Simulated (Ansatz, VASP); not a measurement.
## Two plane-wave programs on PbSe

```
Pb Se
1.0
     3.78432    0.00000    0.00000
     0.00000    3.78432    0.00000
     0.00000    0.00000    3.78432
Pb Se
1 1
Direct
  0.00000 0.00000 0.00000
  0.50000 0.50000 0.50000
```

Alike in both runs: functional revPBE; k mesh 7 × 7 × 7; occupations fermi-dirac, width 0.05 eV; no spin polarisation.

|  | VASP | Ansatz |
| --- | --- | --- |
| version | VASP 6.6.1 | Ansatz 0.2.0 |
| potentials or method | VASP PAW PBE potentials, release 64 (Pb_d, Se) | Ansatz PAW |
| plane-wave cutoff (eV) | 520 | 420 |
| valence electrons in the cell | 20 | 30 |
| task | single point | band structure |

|  | VASP | Ansatz | Ansatz less VASP |
| --- | --- | --- | --- |
| gap on the k mesh at the Fermi level (eV) | none | none | - |
| pressure (GPa) | 1.2 | 1.2 | +0.01 |

VASP's potentials were made for PBE, not for revPBE. A gap of «none» marks a metal or a gap that the smearing closes. The functional is the same, so the differences come from potentials, cutoffs and numerics. VASP's potentials hold 20 valence electrons a cell and Ansatz's 30, so a difference there can come from the potentials and not from the codes.

Neither program's run includes spin-orbit coupling.
